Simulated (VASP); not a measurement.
# Al32H (a cell with a defect) in VASP: further runs

Al32H (a cell with a defect) is run at these levels: PBEsol; tasks: single point.

Everything below comes from runs of VASP 6.6.1. Logs are shortened: lines on timing, memory, paths and dates and some standing lists are left out, and cuts for length are marked.

## (1) The cell of the first run

The cell holds a defect, 33 atoms: a = 8.100 Å, b = 8.100 Å, c = 8.100 Å, α = 90.00°, β = 90.00°, γ = 90.00°.

## (2) Single point, PBEsol

INCAR

```
  PREC = Accurate
  ENCUT = 520
  EDIFF = 1E-6
  ISMEAR = 0
  SIGMA = 0.15
  LREAL = Auto
  LASPH = True
  NELM = 100
  ALGO = Normal
  ISIF = 2
  LWAVE = False
  LCHARG = False
  GGA = PS
  NBANDS = 70
```

KPOINTS

```
regular mesh
0
Gamma
  3 3 3
```

POSCAR

```
Al32H
1.0
    8.1000000000      0.0000000000      0.0000000000
    0.0000000000      8.1000000000      0.0000000000
    0.0000000000      0.0000000000      8.1000000000
Al H
32 1
Direct
    0.5008424691      0.0021285185      0.0022635802
    0.7502934568      0.2526525926      0.0031164198
    0.7502998765      0.0029869136      0.2527841975
   -0.0011135802      0.0041471605      0.0042681481
    0.2511023457      0.2524744444      0.0039102469
    0.4999827160      0.5029044444      0.0035228395
    0.7505244444      0.7519581481      0.0038932099
    0.2510971605      0.0037849383      0.2526223457
    0.5016612346      0.2523243210      0.2524516049
    0.7505944444      0.5014282716      0.2522669136
    0.4999914815      0.0034028395      0.5030306173
    0.7505979012      0.2521366667      0.5015572840
    0.7505102469      0.0037664198      0.7520913580
    0.0007895062      0.5019949383      0.0020311111
    0.2533256790      0.7503901235      0.0145377778
   -0.0001991358      0.2525855556      0.2527235802
    0.2503108642      0.5006944444      0.2544548148
    0.5019156790      0.7525690123      0.2545930864
    0.0007940741      0.0018916049      0.5021501235
    0.2503088889      0.2543171605      0.5008327160
    0.5003170370      0.5020500000      0.5021898765
    0.7478554321      0.7523479012      0.4998318519
    0.2533059259      0.0143360494      0.7505144444
    0.5019028395      0.2544437037      0.7527012346
    0.7478591358      0.4997058025      0.7524770370
   -0.0003771605      0.7518219753      0.2519665432
   -0.0004897531      0.5025862963      0.5027161728
    0.2500234568      0.7527138272      0.5005085185
   -0.0003785185      0.2518423457      0.7519475309
    0.2500232099      0.5003685185      0.7528435802
    0.5029854321      0.7525141975      0.7526411111
   -0.0144448148      0.7492645679      0.7493771605
    0.2069491358      0.7914366667      0.7918681481
```

Potentials or basis: VASP PAW PBE potentials, release 64 (Al, H).

Run with:

```sh
$ cat potpaw_PBE.64/Al/POTCAR potpaw_PBE.64/H/POTCAR > POTCAR
$ mpirun -np 1 vasp_std > vasp.out
```

OUTCAR:

```text
PREC = Accurate
   ENCUT = 520
   EDIFF = 1E-6
   ISMEAR = 0
   LREAL = Auto
   LASPH = True
   NELM = 100
   ISIF = 2
   GGA = PS

 ion  position               nearest neighbor table
   1  0.501  0.002  0.002-  31 2.86  15 2.86  23 2.86  13 2.86   7 2.86   2 2.86   3 2.86   5 2.86
                             8 2.86   9 2.87  24 2.87  18 2.87
   2  0.750  0.253  0.003-   4 2.85  25 2.85  10 2.85   9 2.85  24 2.86  16 2.86   3 2.86  14 2.86
                            13 2.86   1 2.86  29 2.87   6 2.87
   3  0.750  0.003  0.253-   4 2.85  22 2.85  12 2.85   9 2.85  18 2.86  16 2.86   2 2.86  19 2.86
                             7 2.86   1 2.86  26 2.87  11 2.87
   4  0.999  0.004  0.004-  16 2.85   2 2.85   3 2.85  29 2.86  26 2.86   5 2.87   7 2.87  13 2.87
                             8 2.87  23 2.91  15 2.91  32 2.92
   5  0.251  0.252  0.004-  23 2.82   8 2.85  17 2.86  30 2.86   9 2.86   6 2.86  14 2.86   1 2.86
                            16 2.86   4 2.87  24 2.88  29 2.88
   6  0.500  0.503  0.004-  15 2.83  25 2.86  24 2.86   5 2.86  10 2.86   9 2.86   7 2.86  31 2.87
                             2 2.87  17 2.87  30 2.87  18 2.87
   7  0.751  0.752  0.004-  32 2.81  26 2.85  31 2.86  10 2.86  18 2.86   6 2.86   1 2.86   3 2.86
                            14 2.87   4 2.87  13 2.88  25 2.88
   8  0.251  0.004  0.253-  15 2.82   5 2.85  20 2.86  28 2.86   9 2.86  11 2.86  19 2.86  16 2.86
                             1 2.86   4 2.87  18 2.88  26 2.88
   9  0.502  0.252  0.252-   2 2.85   3 2.85  10 2.85  12 2.85   5 2.86   8 2.86  21 2.86  11 2.86
[... 32 lines left out ...]
                            27 2.87  14 2.88   7 2.88  22 2.89
  26  1.000  0.752  0.252-  15 2.81   7 2.85  28 2.86  10 2.86  22 2.86  14 2.86  27 2.86   4 2.86
                            19 2.87   3 2.87  17 2.87   8 2.88
  27  1.000  0.503  0.503-  32 2.83  17 2.86  20 2.86  12 2.86  10 2.86  29 2.86  26 2.86  16 2.86
                            30 2.87  28 2.87  25 2.87  22 2.87
  28  0.250  0.753  0.501-  18 2.85  17 2.85  19 2.85  26 2.86   8 2.86  27 2.87  11 2.87  21 2.87
                            30 2.89  31 2.89  23 2.93  32 2.94
  29  1.000  0.252  0.752-  23 2.81  13 2.85  30 2.86  12 2.86  25 2.86  19 2.86  27 2.86   4 2.86
                            14 2.87   2 2.87  20 2.87   5 2.88
  30  0.250  0.500  0.753-  24 2.85  20 2.85  14 2.85  29 2.86   5 2.86  27 2.87   6 2.87  21 2.87
                            28 2.89  31 2.89  15 2.93  32 2.94
  31  0.503  0.753  0.753-  22 2.85  25 2.85  13 2.86   7 2.86   1 2.86   6 2.87  11 2.87  21 2.87
                            28 2.89  30 2.89  23 2.93  15 2.93
  32  0.986  0.749  0.749-  33 1.86  22 2.79  25 2.79  13 2.81   7 2.81  27 2.83  19 2.87  14 2.87
                             4 2.92  28 2.94  30 2.94  23 3.05  15 3.05
  33  0.207  0.791  0.792-  32 1.86  15 1.87  23 1.87

  LATTYP: Found a simple cubic cell.
 ALAT       =     8.1000000000

  Lattice vectors:

 A1 = (   8.1000000000,   0.0000000000,   0.0000000000)
 A2 = (   0.0000000000,   8.1000000000,   0.0000000000)
 A3 = (   0.0000000000,   0.0000000000,   8.1000000000)

Analysis of symmetry for initial positions (statically):
=====================================================================
 Subroutine PRICEL returns:
 Original cell was already a primitive cell.

 Routine SETGRP: Setting up the symmetry group for a
 simple cubic supercell.

 Subroutine GETGRP returns: Found  1 space group operations
 (whereof  1 operations were pure point group operations)
 out of a pool of 48 trial point group operations.

The static configuration has the point symmetry C_1 .

Analysis of symmetry for dynamics (positions and initial velocities):
=====================================================================
 Subroutine PRICEL returns:
 Original cell was already a primitive cell.

 Routine SETGRP: Setting up the symmetry group for a
 simple cubic supercell.

 Subroutine GETGRP returns: Found  1 space group operations
 (whereof  1 operations were pure point group operations)
 out of a pool of 48 trial point group operations.

The dynamic configuration has the point symmetry C_1 .

 Subroutine INISYM returns: Found  1 space group operations
 (whereof  1 operations are pure point group operations),
 and found     1 'primitive' translations

----------------------------------------------------------------------------------------

                                     Primitive cell

  volume of cell :     531.4410

  direct lattice vectors                    reciprocal lattice vectors
     8.100000000  0.000000000  0.000000000     0.123456790  0.000000000  0.000000000
     0.000000000  8.100000000  0.000000000     0.000000000  0.123456790  0.000000000
     0.000000000  0.000000000  8.100000000     0.000000000  0.000000000  0.123456790

  length of vectors
     8.100000000  8.100000000  8.100000000     0.123456790  0.123456790  0.123456790

[... 93 lines left out ...]
 ===========================================

 Found     14 irreducible k-points:

 Following reciprocal coordinates:
            Coordinates               Weight
  0.000000  0.000000  0.000000      1.000000
  0.333333  0.000000  0.000000      2.000000
  0.000000  0.333333  0.000000      2.000000
  0.000000  0.000000  0.333333      2.000000
  0.333333  0.333333  0.000000      2.000000
  0.000000  0.333333  0.333333      2.000000
  0.333333  0.000000  0.333333      2.000000
 -0.333333  0.333333  0.000000      2.000000
 -0.333333  0.000000  0.333333      2.000000
  0.000000 -0.333333  0.333333      2.000000
  0.333333  0.333333  0.333333      2.000000
 -0.333333  0.333333  0.333333      2.000000
 -0.333333 -0.333333  0.333333      2.000000
  0.333333 -0.333333  0.333333      2.000000
   k-points           NKPTS =     14   k-points in BZ     NKDIM =     14   number of bands    NBANDS=     70
   number of dos      NEDOS =    301   number of ions     NIONS =     33
   total plane-waves  NPLWV = 216000
   dimension x,y,z NGX =    60 NGY =   60 NGZ =   60
   dimension x,y,z NGXF=   120 NGYF=  120 NGZF=  120
   ions per type =              32   1
   NGX,Y,Z   is equivalent  to a cutoff of  12.31, 12.31, 12.31 a.u.
   NGXF,Y,Z  is equivalent  to a cutoff of  24.63, 24.63, 24.63 a.u.
 SYSTEM =  unknown system
   PREC   = accura    normal or accurate (medium, high low for compatibility)
   ISTART =      0    job   : 0-new  1-cont  2-samecut
   ICHARG =      2    charge: 1-file 2-atom 10-const
   ISPIN  =      1    spin polarized calculation?
   LNONCOLLINEAR =      F non collinear calculations
   LSORBIT =      F    spin-orbit coupling
   LASPH  =      T    aspherical Exc in radial PAW
   ENCUT  =  520.0 eV  38.22 Ry    6.18 a.u.  15.06 15.06 15.06*2*pi/ulx,y,z
   NELM   =    100;   NELMIN=  2; NELMDL= -5     # of ELM steps
   EDIFF  = 0.1E-05   stopping-criterion for ELM
   LREAL  =      T    real-space projection
   EDIFFG = 0.1E-04   stopping-criterion for IOM
   NSW    =      0    number of steps for IOM
   IBRION =     -1    ionic relax: 0-MD 1-quasi-New 2-CG
   NFREE  =      0    steps in history (QN), initial steepest desc. (CG)
   ISIF   =      2    stress and relaxation
   ISYM   =      2    0-nonsym 1-usesym 2-fastsym
   POTIM  = 0.5000    time-step for ionic-motion
   TEBEG  =    0.0;   TEEND  =   0.0 temperature during run
   PSTRESS=    0.0 pullay stress
   NELECT =      97.0000    total number of electrons
   NUPDOWN=      -1.0000    fix difference up-down
   EMIN   =  10.00;   EMAX   =-10.00  energy-range for DOS
   EFERMI =   0.00;   METHOD = LEGACY
   ISMEAR =     0;   SIGMA  =   0.15  broadening in eV -4-tet -1-fermi 0-gaus
   EFERMI_NEDOS =   21; number of points for ismear=-14 and -15
   IALGO  =     38    algorithm
   IMIX   =      4    mixing-type and parameters
     AMIX     =   0.40;   BMIX     =  1.00
     AMIX_MAG =   1.60;   BMIX_MAG =  1.00
  volume/ion in A,a.u.               =      16.10       108.68
  Fermi-wavevector in a.u.,A,eV,Ry     =   0.928639  1.754874 11.733269  0.862371
  Thomas-Fermi vector in A             =   2.054837
   LORBIT       =      0    0 simple, 1 ext, 2 COOP (PROOUT), +10 PAW based schemes
   GGA     = PS    functional components
   LHFCALC =     F    Hartree Fock is set to
   AEXX    =    0.0000 exact exchange contribution
   IVDW    =     0    specifies the selected vdW correction
   LEPSILON=     F    determine dielectric tensor
   LRPA    =     F    only Hartree local field effects (RPA)
 non-spin polarized calculation
 Gauss-broadening in eV      SIGMA  =   0.15
  energy-cutoff  :      520.00
  volume of cell :      531.44
 maximum number of plane-waves:     14358
   NGX = 31   NGY = 31   NGZ = 31

 number of electron      96.9999998 magnetization

 Free energy of the ion-electron system (eV)
  ---------------------------------------------------
  ext. energy  EPLUGINS =         0.00000000
  ---------------------------------------------------
  free energy    TOTEN  =      -134.28716357 eV

  energy without entropy =     -134.20507177  energy(sigma->0) =     -134.24611767

 E-fermi :   7.7997     XC(G=0): -10.2559

 val. band max:        7.6703995704   @ k =   0.3333   0.3333   0.3333
 cond. band min:       7.8592132443   @ k =   0.0000   0.3333   0.0000
 fundamental gap:      0.1888136739
 Fermi energy:         7.7997182377

 k-point     1 :       0.0000    0.0000    0.0000
  band No.  band energies     occupation
      1      -3.3116      2.00000
      2      -1.6190      2.00000
      3      -0.9892      2.00000
      4      -0.9875      2.00000
      5      -0.9460      2.00000
      6      -0.9457      2.00000
[... 871 lines left out ...]
     59       9.7000      0.00000
     60       9.7072      0.00000
 [bands above 60 left out]

------------------------ aborting loop because EDIFF is reached ----------------------------------------

  FORCE on cell =-STRESS in cart. coord.  units (eV):
  Direction    XX          YY          ZZ          XY          YZ          ZX
  --------------------------------------------------------------------------------------
  -------------------------------------------------------------------------------------
  Total       -3.6995796     -3.8038366     -3.7938145      0.2855005     -0.2834818      0.2876659
  in kB      -11.1534160    -11.4677279    -11.4375136      0.8607209     -0.8546350      0.8672493
  external PRESSURE =     -11.3528858 kB  Pullay stress =       0.0000000 kB

 VOLUME and BASIS-vectors are now :
 -----------------------------------------------------------------------------
  energy-cutoff  :      520.00
  volume of cell :      531.44
      direct lattice vectors                 reciprocal lattice vectors
     8.100000000  0.000000000  0.000000000     0.123456790  0.000000000  0.000000000
     0.000000000  8.100000000  0.000000000     0.000000000  0.123456790  0.000000000
     0.000000000  0.000000000  8.100000000     0.000000000  0.000000000  0.123456790

 POSITION                                       TOTAL-FORCE (eV/Angst)
 -----------------------------------------------------------------------------------
      4.05682      0.01724      0.01833        -0.002848      0.003232      0.004600
      6.07738      2.04649      0.02524        -0.002841      0.000345      0.004806
      6.07743      0.02419      2.04755        -0.002408      0.004826     -0.000181
      8.09098      0.03359      0.03457         0.001484     -0.004598     -0.003990
      2.03393      2.04504      0.03167        -0.004909     -0.001107      0.002304
      4.04986      4.07353      0.02853        -0.003501      0.003138     -0.004059
[... 25 lines left out ...]
      7.98300      6.06904      6.06996         0.037290      0.014161      0.013891
      1.67629      6.41064      6.41413         0.093019     -0.071810     -0.075712
 -----------------------------------------------------------------------------------
    total drift:                                0.012494      0.065728      0.062416

  FREE ENERGIE OF THE ION-ELECTRON SYSTEM (eV)
  ---------------------------------------------------
  free  energy   TOTEN  =      -134.2871635699 eV

  energy  without entropy=     -134.2050717691  energy(sigma->0) =     -134.24611767
```

Wall time 7.4 min (1 thread of Intel Xeon 6975P-C (Granite Rapids), shared host); peak memory 0.65 GiB.

Results:

```
Free energy            : -134.2872 eV
Pressure               : -1.1 GPa
Largest force          : 0.140 eV/Å
Band gap on the k mesh : zero (an odd number of electrons rules out a gap without spin polarisation)
```

Forces on the atoms (eV/Å):
```
Al  -0.003  0.003  0.005
Al  -0.003  0.000  0.005
Al  -0.002  0.005  0.000
Al   0.001 -0.005 -0.004
Al  -0.005 -0.001  0.002
Al  -0.004  0.003 -0.004
Al  -0.006  0.000  0.006
Al  -0.004  0.003 -0.001
Al  -0.003  0.002  0.003
Al  -0.001  0.001  0.005
Al  -0.004 -0.004  0.002
Al  -0.002  0.004  0.000
Al  -0.006  0.005  0.001
Al  -0.002  0.007  0.002
Al  -0.021  0.006 -0.019
Al  -0.003  0.003  0.003
Al  -0.002 -0.004  0.003
Al   0.004  0.000 -0.001
Al  -0.001  0.003  0.007
Al  -0.003  0.004 -0.004
Al   0.000  0.005  0.005
Al  -0.004  0.004  0.004
Al  -0.021 -0.021  0.007
Al   0.003 -0.001  0.001
Al  -0.004  0.004  0.005
Al  -0.010  0.005  0.007
Al   0.000  0.008  0.008
Al  -0.004  0.004  0.004
Al  -0.010  0.007  0.004
Al  -0.004  0.004  0.004
Al  -0.007  0.002  0.002
Al   0.037  0.014  0.014
H    0.093 -0.072 -0.076
```

Caveat: the PAW data sets were made with another functional, which shifts forces and pressure a little.

## (3) Single point, PBEsol

INCAR

```
SYSTEM = Al32H
PREC = Accurate
ENCUT = 520
EDIFF = 1E-6
ISMEAR = 0
SIGMA = 0.15
LREAL = Auto
LASPH = .True.
NELM = 60
ALGO = Normal
ISIF = 2
LWAVE = .False.
LCHARG = .False.
GGA = PS
NBANDS = 70
```

KPOINTS

```
Automatic mesh
0
Gamma
  3 3 3
  0 0 0
```

POSCAR

```
Al32H
1.0
    8.1000000000      0.0000000000      0.0000000000
    0.0000000000      8.1000000000      0.0000000000
    0.0000000000      0.0000000000      8.1000000000
Al H
32 1
Direct
    0.4996895062      0.0036850617      0.0038748148
    0.7489738272      0.2531750617      0.0040018519
    0.7489785185      0.0038259259      0.2533561728
   -0.0010858025      0.0028046914      0.0029772840
    0.2484422222      0.2531339506      0.0044540741
    0.4986580247      0.5030890123      0.0029751852
    0.7493606173      0.7526766667      0.0044276543
    0.2484379012      0.0042422222      0.2532704938
    0.4994496296      0.2530743210      0.2532530864
    0.7488481481      0.5019164198      0.2531569136
    0.4986619753      0.0028058025      0.5032385185
    0.7488492593      0.2529732099      0.5021160494
    0.7493370370      0.0042235802      0.7528604938
   -0.0003786420      0.5036412346      0.0035460494
    0.2481803704      0.7524087654      0.0118433333
   -0.0022538272      0.2529981481      0.2531795062
    0.2488282716      0.5015319753      0.2542255556
    0.5005343210      0.7526259259      0.2532718519
   -0.0003702469      0.0033523457      0.5038185185
    0.2488211111      0.2540717284      0.5016638272
    0.4994158025      0.5035258025      0.5037013580
    0.7505079012      0.7530987654      0.5018386420
    0.2481529630      0.0118213580      0.7526054321
    0.5005443210      0.2531000000      0.7528208642
    0.7505218519      0.5016681481      0.7532844444
   -0.0026209877      0.7530128395      0.2542323457
   -0.0009100000      0.5032495062      0.5034104938
    0.2491498765      0.7529260494      0.4990856790
   -0.0026479012      0.2540820988      0.7531964198
    0.2491481481      0.4989055556      0.7531065432
    0.5093876543      0.7519992593      0.7522208642
   -0.0039061728      0.7531841975      0.7533655556
    0.2739227160      0.7729222222      0.7724670370
```

Potentials or basis: VASP PAW PBE potentials, release 64 (Al, H).

Run with:

```sh
$ cat potpaw_PBE.64/Al/POTCAR potpaw_PBE.64/H/POTCAR > POTCAR
$ mpirun -np 1 vasp_std > vasp.out
```

It took 7.4 min on 1 thread of Intel Xeon 6975P-C (Granite Rapids), shared host; peak memory 0.65 GiB.

Results (log left out):

```yaml
Free_energy: -134.3267 eV
Pressure: -1.3 GPa
Largest_force: 0.115 eV/Å
Band_gap_on_the_k_mesh: zero (an odd number of electrons rules out a gap without spin polarisation)
```

Forces on the atoms (eV/Å):
```
Al  -0.010 -0.011 -0.011
Al   0.003  0.003 -0.001
Al   0.003  0.000  0.003
Al   0.010  0.002  0.003
Al   0.008  0.004  0.001
Al   0.003  0.004  0.001
Al   0.002  0.005  0.007
Al   0.009  0.001  0.004
Al   0.006  0.003  0.004
Al   0.002  0.005  0.003
Al   0.003  0.001  0.005
Al   0.002  0.003  0.006
Al   0.003  0.007  0.005
Al   0.006  0.001 -0.003
Al   0.015  0.008 -0.015
Al   0.006  0.002  0.002
Al   0.005  0.003 -0.007
Al  -0.004  0.007  0.003
Al   0.006 -0.003  0.000
Al   0.004 -0.008  0.004
Al  -0.002  0.003  0.004
Al  -0.007  0.003 -0.005
Al   0.016 -0.014  0.007
Al  -0.005  0.003  0.007
Al  -0.006 -0.006  0.002
Al   0.007  0.000 -0.008
Al   0.011  0.003  0.003
Al   0.002  0.007  0.016
Al   0.007 -0.007  0.000
Al   0.002  0.015  0.007
Al  -0.016  0.012  0.011
Al  -0.003 -0.005 -0.005
H   -0.086 -0.056 -0.052
```

Levels at points of the mesh, in eV from the Fermi level:
```tsv
k point	band 45	band 46	band 47	band 48	band 49	band 50	band 51	band 52
(0.00, 0.00, 0.00)	-0.71	-0.52	0.21	0.22	0.27	0.27	0.27	1.09
```

Caveat: the PAW data sets were made with another functional, which shifts forces and pressure a little.
